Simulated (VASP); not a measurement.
A run of VASP 6.6.1 is set up as follows.

The input INCAR:

```
PREC = Accurate ; ENCUT = 520
EDIFF = 1E-7 ; ISMEAR = -1
SIGMA = 0.1312 ; LREAL = False
LASPH = True ; NELM = 60
ALGO = Normal ; ISIF = 2
LWAVE = False ; LCHARG = False
GGA = PE ; NBANDS = 58
```

Contents of KPOINTS:

```
regular mesh
0
Gamma
  3 3 3
```

POSCAR

```
ScPb3Cl6
1.0
    0.0000000000      5.3279650000      5.3279650000
    5.3279650000      0.0000000000      5.3279650000
    5.3279650000      5.3279650000      0.0000000000
Pb Cl Sc
3 6 1
Direct
    0.2500000000      0.2500000000      0.2500000000
    0.7500000000      0.7500000000      0.7500000000
    0.5000000000      0.5000000000      0.5000000000
    0.2380000000      0.7620000000      0.7620000000
    0.7620000000      0.2380000000      0.7620000000
    0.7620000000      0.2380000000      0.2380000000
    0.2380000000      0.7620000000      0.2380000000
    0.7620000000      0.7620000000      0.2380000000
    0.2380000000      0.2380000000      0.7620000000
    0.0000000000      0.0000000000      0.0000000000
```

Potentials or basis: VASP PAW PBE potentials, release 64 (Pb_d, Cl, Sc_sv).

Launch:

```sh
$ cat potpaw_PBE.64/Pb_d/POTCAR potpaw_PBE.64/Cl/POTCAR potpaw_PBE.64/Sc_sv/POTCAR > POTCAR
$ mpirun -np 1 vasp_std > vasp.out
```

(1) Estimate the band gap on the k mesh.

(2) Predict the pressure.

(3) Predict the largest force.

Answers

(1) zero (an odd number of electrons rules out a gap without spin polarisation).

(2) 0.7 GPa.

(3) 0.494 eV/Å.

Caveat: spin-orbit coupling is left out, which moves the levels of the heavy elements; an odd number of electrons without spin polarisation forces a metal; a magnetic or distorted state may lie lower.
